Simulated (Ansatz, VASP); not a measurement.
**One calculation of ZrC, two programs**

```xyz
2
Lattice="2.9246 0.0000 0.0000 0.0000 2.9246 0.0000 0.0000 0.0000 2.9246" Properties=species:S:1:pos:R:3 pbc="T T T"
Zr    0.0000    0.0000    0.0000
C     1.4623    1.4623    1.4623
```

Alike in both runs: task single point; functional PBE; k mesh 12 × 12 × 12; occupations gaussian, width 0.05 eV; no spin polarisation.

|  | VASP | Ansatz |
| --- | --- | --- |
| version | VASP 6.6.1 | Ansatz 0.2.0 |
| potentials or method | VASP PAW PBE potentials, release 64 (Zr_sv, C), cutoff 520 eV | scalar-relativistic, plane waves, PAW |
| valence electrons in the cell | 16 | 16 |

```csv
,VASP,Ansatz,Ansatz less VASP
gap on the k mesh at the Fermi level (eV),none,none,-
pressure (GPa),-0.5,-0.7,-0.18
```

A gap of «none» marks a metal or a gap that the smearing closes.
